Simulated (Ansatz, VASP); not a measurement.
## Two plane-wave programs on Mn

INCAR

```
  PREC = Accurate
  ENCUT = 520
  EDIFF = 1E-6
  ISMEAR = 0
  SIGMA = 0.05
  LREAL = False
  LASPH = True
  NELM = 150
  ALGO = Normal
  ISIF = 2
  LWAVE = False
  LCHARG = False
  ISPIN = 2
  MAGMOM = 3.5
  LORBIT = 11
  LMAXMIX = 4
  GGA = PE
  NBANDS = 16
```

The input KPOINTS:

```
Automatic mesh
0
Gamma
  10 10 10
```

POSCAR

```
Mn
1.0
   -1.4502085340      1.4502085340      1.4502085340
    1.4502085340     -1.4502085340      1.4502085340
    1.4502085340      1.4502085340     -1.4502085340
Mn
1
Direct
    0.0000000000      0.0000000000      0.0000000000
```

Input for Ansatz:

```yaml
crystal:
  lattice:
    - [-1.450208534, 1.450208534, 1.450208534]
    - [1.450208534, -1.450208534, 1.450208534]
    - [1.450208534, 1.450208534, -1.450208534]
  atoms:
    - { symbol: Mn, position: [0.0, 0.0, 0.0], spin: 3.5 }
basis:
  ecutwfc: 420
  ecutrho_ratio: 4
kpoints:
  mp_grid: { grid: [10, 10, 10] }
hamiltonian:
  xc: pbe
scf:
  occupations: { method: gaussian, width: 0.05 }
output:
  forces: true
  stress: true
  eigenvalues: true
  populations: true
magnetization:
  spin_polarized: true
```

Alike in both runs: task single point; functional PBE; k mesh 10 × 10 × 10; occupations gaussian, width 0.05 eV; collinear spin.

|  | VASP | Ansatz |
| --- | --- | --- |
| version | VASP 6.6.1 | Ansatz 0.2.0 |
| potentials or method | VASP PAW PBE potentials, release 64 (Mn_pv), cutoff 520 eV | scalar-relativistic, plane waves, PAW |
| valence electrons in the cell | 13 | 15 |

```csv
,VASP,Ansatz,Ansatz less VASP
gap on the k mesh at the Fermi level (eV),none,none,-
pressure (GPa),-20.4,-20.4,+0.01
net moment per atom (μB),1.13,1.13,-0.002
size of the moment on the site where the two differ most (μB),1.14,1.14,-0.002
```

Site moments also hang on the region over which each program counts them. A gap of «none» marks a metal or a gap that the smearing closes. The functional is the same, so the differences come from potentials, cutoffs and numerics. VASP's potentials hold 13 valence electrons a cell and Ansatz's 15, so a difference there can come from the potentials and not from the codes.
